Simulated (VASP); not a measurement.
Li:

```
CELL_PARAMETERS angstrom
-1.80831 1.80831 3.56246
1.80831 -1.80831 3.56246
1.80831 1.80831 -3.56246
ATOMIC_POSITIONS crystal
Li 0.80339 0.80339 0.00000
Li 0.19661 0.19661 0.00000
```

The cell was built from a structure type or drawn by symmetry, and may not be a known phase.

```yaml
Program: VASP 6.6.1
Task: relaxation of cell and atoms
Functional: PBE
Potentials_or_basis: VASP PAW PBE potentials, release 64 (Li_sv)
Cutoff: 600 eV
k_mesh: 6 × 6 × 6
Occupations: gaussian, width 0.1 eV
Spin: no spin polarisation
```

At the start: pressure 0.2 GPa; volume 23.30 Å³/atom.

Task: How do energy, volume and symmetry change on relaxing?

Result: Over 22 steps the energy falls by 161.4 meV/atom and the volume is 20.04 Å³/atom (-14.0 %); space group I4/mmm (No. 139, to 0.1 Å) before, Pm-3m (No. 221, to 0.1 Å).

The path:
```csv
step,energy change (eV),largest force (eV/Å),pressure (GPa),volume (Å³)
1,0.0000,0.2304,0.15,46.60
2,-0.0356,0.0920,-0.19,46.73
3,-0.0662,0.1233,-0.58,46.85
4,-0.0528,0.6286,-0.94,46.84
5,-0.0757,0.2738,-0.77,46.88
6,-0.0964,0.3500,-0.74,45.81
7,-0.1487,0.5852,-0.30,42.56
8,-0.0802,0.9707,2.16,35.81
9,-0.1442,0.7813,0.22,40.38
10,-0.1538,0.7690,0.30,40.08
11,-0.1797,0.7273,0.55,39.18
12,-0.2143,0.6239,1.25,37.38
13,-0.1527,0.2099,3.31,33.79
14,-0.2103,0.5937,1.70,36.47
15,-0.2092,0.5353,2.02,35.89
16,-0.2405,0.4181,1.84,36.19
17,-0.2980,0.1294,1.35,37.08
18,-0.3021,0.2120,0.61,38.84
19,-0.3123,0.1144,0.87,38.18
20,-0.3131,0.0774,0.96,37.97
21,-0.3170,0.0622,0.73,38.55
22,-0.3228,0.0243,0.19,40.08
```

Final structure:
```
Li
1.0
    -1.92219    1.92219    2.71201
     1.92219   -1.92219    2.71201
     1.92219    1.92219   -2.71201
Li
2
Direct
  0.74841 0.74841 0.00000
  0.25159 0.25159 0.00000
```

Caveat: the cutoff is under 1.25 times the usual one of these potentials, so pressure, stress and relaxed cells hold a basis-set (Pulay) error.
